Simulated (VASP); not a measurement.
**Zr2B: relaxation of cell and atoms with PBE**

Crystal: Zr2B.

```
Zr B
1.0
     4.51915    0.00000    0.00000
    -2.25958    3.91370    0.00000
     0.00000    0.00000    5.78499
Zr B
4 2
Cartesian
  0.0000 2.6091 2.8925
  2.2596 1.3046 2.8925
  0.0000 0.0000 1.2191
  0.0000 0.0000 4.5659
  0.0000 2.6091 0.0000
  2.2596 1.3046 0.0000
```

The cell was generated, and may not be a known phase.

```yaml
Program: VASP 6.6.1
Task: relaxation of cell and atoms
Functional: PBE
Potentials_or_basis: VASP PAW PBE potentials, release 64 (Zr_sv, B)
Cutoff: 600 eV
k_mesh: 12 × 12 × 8
Occupations: gaussian, width 0.1 eV
Spin: no spin polarisation
Dipole_correction: no
Further_INCAR_settings: ALGO = Fast; EDIFF = 1e-06; IBRION = 2; EDIFFG = -0.01; NSW = 100; ISIF = 3
```

```yaml
Relaxed_volume: 17.08 Å³/atom
Relaxed_cell: a = 4.529 Å, b = 4.529 Å, c = 5.769 Å, α = 90.00°, β = 90.00°, γ = 120.00°
Space_group_after_relaxing_to_0.1_Å: P6/mmm (No. 191)
Energy_gained_by_relaxing: 0.2 meV/atom
Ionic_steps: 7
Pressure_after_relaxing: 0.0 GPa
Largest_force_after_relaxing: 0.007 eV/Å
Band_gap_on_the_k_mesh: zero (bands 27 and 28 overlap by 0.62 eV)
```

Forces on the atoms (eV/Å):
```
Zr   0.000  0.000  0.000
Zr   0.000  0.000  0.000
Zr   0.000  0.000 -0.007
Zr   0.000  0.000  0.007
B    0.000  0.000  0.000
B    0.000  0.000  0.000
```

Step by step:
```csv
step,energy change (eV),largest force (eV/Å),pressure (GPa),volume (Å³)
1,0.0000,0.1062,0.12,102.32
2,-0.0010,0.0383,-0.02,102.51
3,-0.0011,0.0071,-0.11,102.65
4,-0.0011,0.0006,-0.11,102.63
5,-0.0012,0.0162,0.08,102.46
6,-0.0012,0.0141,0.06,102.49
7,-0.0012,0.0065,0.03,102.50
```

Final structure:
```xyz
6
Lattice="4.5294 0.0000 0.0000 -2.2647 3.9226 0.0000 0.0000 0.0000 5.7690" Properties=species:S:1:pos:R:3 pbc="T T T"
Zr    0.0000    2.6151    2.8845
Zr    2.2647    1.3075    2.8845
Zr    2.2647    3.9226    1.2245
Zr    0.0000    0.0000    4.5446
B     0.0000    2.6151    5.7690
B     2.2647    1.3075    5.7690
```

Levels at points of the mesh, in eV from the Fermi level:
```
           k point  band 25  band 26  band 27  band 28  band 29  band 30
(0.00, 0.00, 0.00)    -1.72    -1.72    -0.28     0.73     0.73     1.92
(0.50, 0.00, 0.00)    -1.01    -0.80    -0.34     0.19     0.45     1.24
(0.00, 0.00, 0.50)    -1.06    -1.06     0.43     0.66     0.72     0.72
(0.50, 0.00, 0.50)    -1.26    -1.09    -0.07     0.15     0.41     0.73
```

It took 29 min on 1 thread of Intel Xeon 8259CL (shared host), peak memory 0.48 GiB.
